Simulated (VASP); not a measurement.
# Li (I4/mmm) in VASP: notebook, part 2 of 2

VASP 6.6.1. The steps go on from the part before.

**3. Single point, PBEsol (strain -0.040 along x and y, +0.080 along z)**

Contents of INCAR:

```
ALGO = Normal
EDIFF = 1E-7
ENCUT = 520
GGA = PS
ISIF = 2
ISMEAR = 0
LASPH = T
LCHARG = F
LREAL = F
LWAVE = F
NBANDS = 8
NELM = 80
PREC = Accurate
SIGMA = 0.15
```

Contents of KPOINTS:

```
k-points
0
Gamma
  20 20 20
```

Contents of POSCAR:

```
Li
1.0
   -1.6800000000      1.6800000000      1.8900000000
    1.6800000000     -1.6800000000      1.8900000000
    1.6800000000      1.6800000000     -1.8900000000
Li
1
Direct
    0.0000000000      0.0000000000      0.0000000000
```

Potentials or basis: VASP PAW PBE potentials, release 64 (Li_sv).

Started as:

```sh
$ cat potpaw_PBE.64/Li_sv/POTCAR > POTCAR
$ mpirun -np 1 vasp_std > vasp.out
```

OUTCAR:

```text
EDIFF = 1E-7
   ENCUT = 520
   GGA = PS
   ISIF = 2
   ISMEAR = 0
   LASPH = T
   LREAL = F
   NELM = 80
   PREC = Accurate

 ion  position               nearest neighbor table
   1  0.000  0.000  0.000-

  LATTYP: Found a body centered tetragonal cell.
 ALAT       =     3.3600000000
 C/A-ratio  =     1.1250000000

  Lattice vectors:

 A1 = (  -1.6800000000,   1.6800000000,   1.8900000000)
 A2 = (   1.6800000000,  -1.6800000000,   1.8900000000)
 A3 = (   1.6800000000,   1.6800000000,  -1.8900000000)

Analysis of symmetry for initial positions (statically):
=====================================================================
 Subroutine PRICEL returns:
 Original cell was already a primitive cell.

 Routine SETGRP: Setting up the symmetry group for a
 body centered tetragonal supercell.

 Subroutine GETGRP returns: Found 16 space group operations
 (whereof 16 operations were pure point group operations)
 out of a pool of 16 trial point group operations.

The static configuration has the point symmetry D_4h.

Analysis of symmetry for dynamics (positions and initial velocities):
=====================================================================
 Subroutine PRICEL returns:
 Original cell was already a primitive cell.

 Routine SETGRP: Setting up the symmetry group for a
 body centered tetragonal supercell.

 Subroutine GETGRP returns: Found 16 space group operations
 (whereof 16 operations were pure point group operations)
 out of a pool of 16 trial point group operations.

The dynamic configuration has the point symmetry D_4h.

 Subroutine INISYM returns: Found 16 space group operations
 (whereof 16 operations are pure point group operations),
 and found     1 'primitive' translations

----------------------------------------------------------------------------------------

                                     Primitive cell

  volume of cell :      21.3373
[... 108 lines left out ...]
  volume/ion in A,a.u.               =      21.34       143.99
  Fermi-wavevector in a.u.,A,eV,Ry     =   0.851272  1.608671  9.859658  0.724664
  Thomas-Fermi vector in A             =   1.967379
   LORBIT       =      0    0 simple, 1 ext, 2 COOP (PROOUT), +10 PAW based schemes
   GGA     = PS    functional components
   LHFCALC =     F    Hartree Fock is set to
   AEXX    =    0.0000 exact exchange contribution
   IVDW    =     0    specifies the selected vdW correction
   LEPSILON=     F    determine dielectric tensor
   LRPA    =     F    only Hartree local field effects (RPA)
 non-spin polarized calculation
 Gauss-broadening in eV      SIGMA  =   0.15
  energy-cutoff  :      520.00
  volume of cell :       21.34
 maximum number of plane-waves:       595
   NGX = 11   NGY = 11   NGZ = 11

 number of electron       3.0000002 magnetization

 Free energy of the ion-electron system (eV)
  ---------------------------------------------------
  ext. energy  EPLUGINS =         0.00000000
  ---------------------------------------------------
  free energy    TOTEN  =        -1.96667180 eV

  energy without entropy =       -1.96158600  energy(sigma->0) =       -1.96412890

 E-fermi :   0.4925     XC(G=0):  -6.8936

 val. band max:        0.4818700935   @ k =   0.5000   0.3000   0.1000
 cond. band min:       0.5220786137   @ k =  -0.4500   0.4000  -0.0000
 fundamental gap:      0.0402085201
 Fermi energy:         0.4924977665

 k-point     1 :       0.0000    0.0000    0.0000
  band No.  band energies     occupation
      1     -45.5156      2.00000
      2      -2.9996      2.00000
      3      14.3192      0.00000
      4      14.6091      0.00000
      5      14.6091      0.00000
      6      18.4906      0.00000
      7      18.4906      0.00000
      8      19.1634      0.00000
[... 243 lines left out ...]
 k-point    24 :      -0.3500    0.0500   -0.0000
  band No.  band energies     occupation
      1     -45.5033      2.00000
      2      -1.0503      2.00000
      3       6.3599      0.00000
      4      11.6190      0.00000
      5      12.5668      0.00000
      6      15.6280      0.00000
      7      16.9337      0.00000
      8      19.2214      0.00000

 [... further k-points ...]

------------------------ aborting loop because EDIFF is reached ----------------------------------------

  FORCE on cell =-STRESS in cart. coord.  units (eV):
  Direction    XX          YY          ZZ          XY          YZ          ZX
  --------------------------------------------------------------------------------------
  -------------------------------------------------------------------------------------
  Total       -0.1006314     -0.1006314     -0.1003711      0.0000000      0.0000000      0.0000000
  in kB       -7.5562024     -7.5562024     -7.5366617      0.0000000      0.0000000      0.0000000
  external PRESSURE =      -7.5496888 kB  Pullay stress =       0.0000000 kB

 VOLUME and BASIS-vectors are now :
 -----------------------------------------------------------------------------
  energy-cutoff  :      520.00
  volume of cell :       21.34
      direct lattice vectors                 reciprocal lattice vectors
    -1.680000000  1.680000000  1.890000000     0.000000000  0.297619048  0.264550265
     1.680000000 -1.680000000  1.890000000     0.297619048  0.000000000  0.264550265
     1.680000000  1.680000000 -1.890000000     0.297619048  0.297619048  0.000000000

 POSITION                                       TOTAL-FORCE (eV/Angst)
 -----------------------------------------------------------------------------------
      0.00000      0.00000      0.00000        -0.000000      0.000000     -0.000000
 -----------------------------------------------------------------------------------
    total drift:                               -0.000000     -0.000000      0.000000

  FREE ENERGIE OF THE ION-ELECTRON SYSTEM (eV)
  ---------------------------------------------------
  free  energy   TOTEN  =        -1.9666717952 eV

  energy  without entropy=       -1.9615860000  energy(sigma->0) =       -1.96412890
```

OSZICAR:

```text
N       E                     dE             d eps       ncg     rms          rms(c)
DAV:   1    -0.174991233878E+00   -0.17499E+00   -0.69400E+02 10344   0.254E+02
DAV:   2    -0.194230647775E+01   -0.17673E+01   -0.17221E+01 14920   0.348E+01
DAV:   3    -0.196890646474E+01   -0.26600E-01   -0.26572E-01 11568   0.315E+00
DAV:   4    -0.196926849567E+01   -0.36203E-03   -0.36202E-03 15320   0.321E-01
DAV:   5    -0.196926964527E+01   -0.11496E-05   -0.11497E-05 12152   0.147E-02    0.379E-01
DAV:   6    -0.196745356265E+01    0.18161E-02   -0.60161E-04 14912   0.106E-01    0.212E-01
DAV:   7    -0.196666235622E+01    0.79121E-03   -0.13725E-03 14032   0.175E-01    0.275E-02
DAV:   8    -0.196667375521E+01   -0.11399E-04   -0.14247E-04 11952   0.626E-02    0.276E-03
DAV:   9    -0.196667239957E+01    0.13556E-05   -0.14021E-06 14256   0.839E-03    0.663E-04
DAV:  10    -0.196667187123E+01    0.52834E-06   -0.70563E-08 11928   0.155E-03    0.133E-04
DAV:  11    -0.196667179516E+01    0.76071E-07   -0.17731E-09  6048   0.451E-04
   1 F= -.19666718E+01 E0= -.19641289E+01  d E =-.508580E-02
```

stdout:

```text
POSCAR found type information on POSCAR Li
 POSCAR found :  1 types and       1 ions
 scaLAPACK will be used
 -----------------------------------------------------------------------------
|                                                                             |
|                                                                             |
|     You enforced a specific xc type in the INCAR file but a different       |
|     I HOPE YOU KNOW WHAT YOU ARE DOING!                                     |
|                                                                             |
 -----------------------------------------------------------------------------

 LDA part: xc-table for (Slater+PW92), standard interpolation
 POSCAR, INCAR and KPOINTS ok, starting setup
 FFT: planning ... GRIDC
 FFT: planning ... GRID_SOFT
 FFT: planning ... GRID
 WAVECAR not read
 entering main loop
```

It took 3 min on 1 thread of AMD EPYC 7R13, shared host; peak memory 0.17 GiB.

What came out:

- Free energy: -1.9667 eV
- Band gap on the k mesh: zero (an odd number of electrons rules out a gap without spin polarisation)

Caveat: the cell differs from its parent crystal (strain -0.040 along x and y, +0.080 along z); the cutoff is under 1.25 times the usual one of these potentials, so pressure, stress and relaxed cells hold a basis-set (Pulay) error; the PAW data sets were made with another functional, which shifts forces and pressure a little.

**4. Single point, PBEsol (strain +0.040 along x and y, -0.080 along z)**

Contents of INCAR:

```
SYSTEM = Li
PREC = Accurate
ENCUT = 520
EDIFF = 1E-7
ISMEAR = 0
SIGMA = 0.15
LREAL = .False.
LASPH = .True.
NELM = 100
ALGO = Normal
ISIF = 2
LWAVE = .False.
LCHARG = .False.
GGA = PS
NBANDS = 8
```

Contents of KPOINTS:

```
regular mesh
0
Gamma
  20 20 20
  0 0 0
```

Contents of POSCAR:

```
Li
1.0
   -1.8200000000      1.8200000000      1.6100000000
    1.8200000000     -1.8200000000      1.6100000000
    1.8200000000      1.8200000000     -1.6100000000
Li
1
Direct
    0.0000000000      0.0000000000      0.0000000000
```

Started as:

```sh
$ cat potpaw_PBE.64/Li_sv/POTCAR > POTCAR
$ mpirun -np 1 vasp_std > vasp.out
```

Wall time 2.9 min (1 thread of AMD EPYC 7R13, shared host); peak memory 0.17 GiB.

It converged, with:

```yaml
Free_energy: -1.9645 eV
Band_gap_on_the_k_mesh: zero (an odd number of electrons rules out a gap without spin polarisation)
```

Levels at points of the mesh, in eV from the Fermi level:
```tsv
k point	band 1	band 2	band 3	band 4	band 5	band 6
(0.00, 0.00, 0.00)	-46.01	-3.49	13.60	13.60	14.71	16.90
(0.50, 0.00, 0.00)	-45.99	0.48	3.39	9.57	10.75	12.51
(0.50, 0.50, 0.00)	-45.99	-0.09	2.63	11.25	12.97	14.93
(0.50, 0.50, 0.50)	-45.98	4.51	4.51	6.76	7.25	8.08
```

Caveat: the cell differs from its parent crystal (strain +0.040 along x and y, -0.080 along z); the cutoff is under 1.25 times the usual one of these potentials, so pressure, stress and relaxed cells hold a basis-set (Pulay) error; the PAW data sets were made with another functional, which shifts forces and pressure a little.

**5. Single point, PBEsol (strain +0.040 along x and y, -0.040 along z)**

Contents of INCAR:

```
SYSTEM = Li
PREC = Accurate ; ENCUT = 520
EDIFF = 1E-7 ; ISMEAR = 0
SIGMA = 0.15 ; LREAL = .False.
LASPH = .True. ; NELM = 80
ALGO = Fast ; ISIF = 2
LWAVE = .False. ; LCHARG = .False.
GGA = PS ; NBANDS = 8
```

KPOINTS is that of step 4.

Contents of POSCAR:

```
Li
1.0
   -1.8200000000      1.8200000000      1.6800000000
    1.8200000000     -1.8200000000      1.6800000000
    1.8200000000      1.8200000000     -1.6800000000
Li
1
Direct
    0.0000000000      0.0000000000      0.0000000000
```

Started as:

```sh
$ cat potpaw_PBE.64/Li_sv/POTCAR > POTCAR
$ mpirun -np 1 vasp_std > vasp.out
```

Run time: 4.7 min. Hardware: 1 thread of AMD EPYC 7R13, shared host; peak memory 0.17 GiB.

It converged, with:

| Quantity | Value |
| --- | --- |
| Free energy | -1.9612 eV |
| Band gap on the k mesh | zero (an odd number of electrons rules out a gap without spin polarisation) |

Levels at points of the mesh, in eV from the Fermi level:
| k point | band 1 | band 2 | band 3 | band 4 | band 5 | band 6 | band 7 |
| --- | --- | --- | --- | --- | --- | --- | --- |
| (0.00, 0.00, 0.00) | -46.08 | -3.43 | 13.43 | 13.43 | 14.03 | 17.04 | 18.39 |
| (0.50, 0.00, 0.00) | -46.07 | 0.39 | 3.14 | 9.43 | 10.67 | 12.39 | 15.73 |
| (0.50, 0.50, 0.00) | -46.07 | 0.04 | 2.66 | 10.47 | 12.09 | 13.90 | 16.52 |
| (0.50, 0.50, 0.50) | -46.06 | 4.66 | 4.66 | 6.37 | 6.85 | 7.76 | 12.65 |

Caveat: the cell differs from its parent crystal (strain +0.040 along x and y, -0.040 along z); the cutoff is under 1.25 times the usual one of these potentials, so pressure, stress and relaxed cells hold a basis-set (Pulay) error; the PAW data sets were made with another functional, which shifts forces and pressure a little.

**6. Single point, PBEsol (strain +0.080 along x and y, -0.080 along z)**

Contents of INCAR:

```
PREC = Accurate
ENCUT = 520
EDIFF = 1E-7
ISMEAR = 0
SIGMA = 0.15
LREAL = False
LASPH = True
NELM = 100
ALGO = Normal
ISIF = 2
LWAVE = False
LCHARG = False
GGA = PS
NBANDS = 8
```

Contents of KPOINTS:

```
regular mesh
0
Gamma
  20 20 20
```

Contents of POSCAR:

```
Li
1.0
   -1.8900000000      1.8900000000      1.6100000000
    1.8900000000     -1.8900000000      1.6100000000
    1.8900000000      1.8900000000     -1.6100000000
Li
1
Direct
    0.0000000000      0.0000000000      0.0000000000
```

Potentials or basis: VASP PAW PBE potentials, release 64 (Li_sv).

Started as:

```sh
$ cat potpaw_PBE.64/Li_sv/POTCAR > POTCAR
$ mpirun -np 1 vasp_std > vasp.out
```

OUTCAR:

```text
PREC = Accurate
   ENCUT = 520
   EDIFF = 1E-7
   ISMEAR = 0
   LREAL = False
   LASPH = True
   NELM = 100
   ISIF = 2
   GGA = PS

 ion  position               nearest neighbor table
   1  0.000  0.000  0.000-

  LATTYP: Found a body centered tetragonal cell.
 ALAT       =     3.7800000000
 C/A-ratio  =     0.8518518519

  Lattice vectors:

 A1 = (  -1.8900000000,   1.8900000000,   1.6100000000)
 A2 = (   1.8900000000,  -1.8900000000,   1.6100000000)
 A3 = (   1.8900000000,   1.8900000000,  -1.6100000000)

Analysis of symmetry for initial positions (statically):
=====================================================================
 Subroutine PRICEL returns:
 Original cell was already a primitive cell.

 Routine SETGRP: Setting up the symmetry group for a
 body centered tetragonal supercell.

 Subroutine GETGRP returns: Found 16 space group operations
 (whereof 16 operations were pure point group operations)
 out of a pool of 16 trial point group operations.

The static configuration has the point symmetry D_4h.

Analysis of symmetry for dynamics (positions and initial velocities):
=====================================================================
 Subroutine PRICEL returns:
 Original cell was already a primitive cell.

 Routine SETGRP: Setting up the symmetry group for a
 body centered tetragonal supercell.

 Subroutine GETGRP returns: Found 16 space group operations
 (whereof 16 operations were pure point group operations)
 out of a pool of 16 trial point group operations.

The dynamic configuration has the point symmetry D_4h.

 Subroutine INISYM returns: Found 16 space group operations
 (whereof 16 operations are pure point group operations),
 and found     1 'primitive' translations

----------------------------------------------------------------------------------------

[... 109 lines left out ...]
     AMIX     =   0.40;   BMIX     =  1.00
     AMIX_MAG =   1.60;   BMIX_MAG =  1.00
  volume/ion in A,a.u.               =      23.00       155.24
  Fermi-wavevector in a.u.,A,eV,Ry     =   0.830192  1.568836  9.377400  0.689219
  Thomas-Fermi vector in A             =   1.942868
   LORBIT       =      0    0 simple, 1 ext, 2 COOP (PROOUT), +10 PAW based schemes
   GGA     = PS    functional components
   LHFCALC =     F    Hartree Fock is set to
   AEXX    =    0.0000 exact exchange contribution
   IVDW    =     0    specifies the selected vdW correction
   LEPSILON=     F    determine dielectric tensor
   LRPA    =     F    only Hartree local field effects (RPA)
 non-spin polarized calculation
 Gauss-broadening in eV      SIGMA  =   0.15
  energy-cutoff  :      520.00
  volume of cell :       23.00
 maximum number of plane-waves:       632
   NGX = 11   NGY = 11   NGZ = 11

 number of electron       2.9999990 magnetization

 Free energy of the ion-electron system (eV)
  ---------------------------------------------------
  ext. energy  EPLUGINS =         0.00000000
  ---------------------------------------------------
  free energy    TOTEN  =        -1.95135551 eV

  energy without entropy =       -1.94618268  energy(sigma->0) =       -1.94876910

 E-fermi :   0.2961     XC(G=0):  -6.7162

 val. band max:        0.2900168165   @ k =   0.4500   0.4500   0.0500
 cond. band min:       0.3017400282   @ k =  -0.2000   0.4000   0.2000
 fundamental gap:      0.0117232117
 Fermi energy:         0.2961008293

 k-point     1 :       0.0000    0.0000    0.0000
  band No.  band energies     occupation
      1     -45.8534      2.00000
      2      -3.0908      2.00000
      3      12.9318      0.00000
      4      12.9318      0.00000
      5      14.4799      0.00000
      6      15.8927      0.00000
      7      17.5634      0.00000
      8      19.5915      0.00000
[... 243 lines left out ...]
 k-point    24 :      -0.3500    0.0500    0.0000
  band No.  band energies     occupation
      1     -45.8438      2.00000
      2      -1.0814      2.00000
      3       6.9452      0.00000
      4       9.3648      0.00000
      5      10.7676      0.00000
      6      13.5805      0.00000
      7      15.6635      0.00000
      8      20.0723      0.00000

 [... further k-points ...]

------------------------ aborting loop because EDIFF is reached ----------------------------------------

  FORCE on cell =-STRESS in cart. coord.  units (eV):
  Direction    XX          YY          ZZ          XY          YZ          ZX
  --------------------------------------------------------------------------------------
  -------------------------------------------------------------------------------------
  Total       -0.2573571     -0.2573571     -0.1338206      0.0000000      0.0000000      0.0000000
  in kB      -17.9240935    -17.9240935     -9.3201774      0.0000000      0.0000000      0.0000000
  external PRESSURE =     -15.0561214 kB  Pullay stress =       0.0000000 kB

 VOLUME and BASIS-vectors are now :
 -----------------------------------------------------------------------------
  energy-cutoff  :      520.00
  volume of cell :       23.00
      direct lattice vectors                 reciprocal lattice vectors
    -1.890000000  1.890000000  1.610000000     0.000000000  0.264550265  0.310559006
     1.890000000 -1.890000000  1.610000000     0.264550265  0.000000000  0.310559006
     1.890000000  1.890000000 -1.610000000     0.264550265  0.264550265  0.000000000

 POSITION                                       TOTAL-FORCE (eV/Angst)
 -----------------------------------------------------------------------------------
      0.00000      0.00000      0.00000        -0.000000      0.000000      0.000000
 -----------------------------------------------------------------------------------
    total drift:                               -0.000000     -0.000000      0.000000

  FREE ENERGIE OF THE ION-ELECTRON SYSTEM (eV)
  ---------------------------------------------------
  free  energy   TOTEN  =        -1.9513555086 eV

  energy  without entropy=       -1.9461826820  energy(sigma->0) =       -1.94876910
```

It took 3.1 min on 1 thread of AMD EPYC 7R13, shared host; peak memory 0.17 GiB.

What came out:

| Quantity | Value |
| --- | --- |
| Free energy | -1.9514 eV |
| Band gap on the k mesh | zero (an odd number of electrons rules out a gap without spin polarisation) |

Caveat: the cell differs from its parent crystal (strain +0.080 along x and y, -0.080 along z); the cutoff is under 1.25 times the usual one of these potentials, so pressure, stress and relaxed cells hold a basis-set (Pulay) error; the PAW data sets were made with another functional, which shifts forces and pressure a little.

**7. Summary**

| cell | gap on the mesh (eV) |
| --- | --- |
| a = 2.993 Å, angles 111.7, 111.7, 105.1°, 1 atom | none |
| a = 3.036 Å, angles 112.8, 112.8, 103.0°, 1 atom | none |
| a = 3.036 Å, angles 106.3, 106.3, 115.9°, 1 atom | none |
| a = 3.074 Å, angles 107.4, 107.4, 113.7°, 1 atom | none |
| a = 3.120 Å, angles 105.4, 105.4, 117.9°, 1 atom | none |

Alike in all rows: task single point; level PBEsol; potentials or basis VASP PAW PBE potentials, release 64 (Li_sv); no spin polarisation; k mesh 20 × 20 × 20; cutoff (eV) 520; smearing gaussian 0.15 eV.

Caveats: the cutoff is under 1.25 times the usual one of these potentials, so pressure, stress and relaxed cells hold a basis-set (Pulay) error; the PAW data sets were made with another functional, which shifts forces and pressure a little.

Absolute energies hang on the potentials; compare differences alone.

The gap in the log of VASP goes by the Fermi energy; the results here count the filled bands.